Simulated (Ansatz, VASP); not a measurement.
Zr3S2 in VASP and in Ansatz

```
CELL_PARAMETERS angstrom
-1.77128 1.77128 8.65283
1.77128 -1.77128 8.65283
1.77128 1.77128 -8.65283
ATOMIC_POSITIONS crystal
Zr 0.64419 0.64419 0.00000
Zr 0.35581 0.35581 0.00000
Zr 0.00000 0.00000 0.00000
S 0.75000 0.25000 0.50000
S 0.50000 0.50000 0.00000
```

Alike in both runs: functional PBE; k mesh 4 × 4 × 4; occupations gaussian, width 0.1 eV; no spin polarisation.

Ansatz relaxed the structure, and its values are those at the end. VASP's run is a single point on that final structure, the one shown.

```csv
,VASP,Ansatz
version,VASP 6.6.1,Ansatz 0.2.0
potentials or method,"VASP PAW PBE potentials, release 64 (Zr_sv, S), cutoff 520 eV","scalar-relativistic, plane waves, PAW"
valence electrons in the cell,48,48
```

```tsv
	VASP	Ansatz	Ansatz less VASP
gap on the k mesh at the Fermi level (eV)	none	none	-
pressure (GPa)	0.0	0.0	-0.02
```

A gap of «none» marks a metal or a gap that the smearing closes. The functional is the same, so the differences come from potentials, cutoffs and numerics.

The k mesh is coarse, so the values compare programs but aren't converged.
